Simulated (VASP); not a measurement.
A run of VASP 6.6.1:

Contents of INCAR:

```
ALGO = Normal
EDIFF = 1E-6
ENCUT = 520
GGA = PE
ISIF = 2
ISMEAR = -1
LASPH = T
LCHARG = F
LREAL = F
LWAVE = F
NBANDS = 31
NELM = 60
PREC = Accurate
SIGMA = 0.1
```

The input KPOINTS:

```
k-points
0
Gamma
  7 7 11
```

File POSCAR:

```
HfO2
1.0
    4.6529574803      0.0000000000      0.0000000000
    0.0000000000      4.6529574803      0.0000000000
    0.0000000000      0.0000000000      3.1570810249
Hf O
2 4
Direct
    0.0000000000      0.0000000000      0.0000000000
    0.5000000000      0.5000000000      0.5000000000
    0.3044381496      0.3044381496      0.0000000000
    0.6955618504      0.6955618504      0.0000000000
    0.8044381496      0.1955618504      0.5000000000
    0.1955618504      0.8044381496      0.5000000000
```

Potentials or basis: VASP PAW PBE potentials, release 64 (Hf_pv, O).

The run is started by

```console
$ cat potpaw_PBE.64/Hf_pv/POTCAR potpaw_PBE.64/O/POTCAR > POTCAR
$ mpirun -np 1 vasp_std > vasp.out
```

Hardware: 1 thread of Intel(R) Xeon(R) Platinum 8375C CPU @ 2.90GHz (Ice Lake) (shared host).

Q: How long does it take, and how much memory?

A: Run time: 120 s on 1 thread of Intel(R) Xeon(R) Platinum 8375C CPU @ 2.90GHz (Ice Lake), with other jobs on the host, peak memory 0.24 GiB. Counts: scf iterations 14, k points 60.
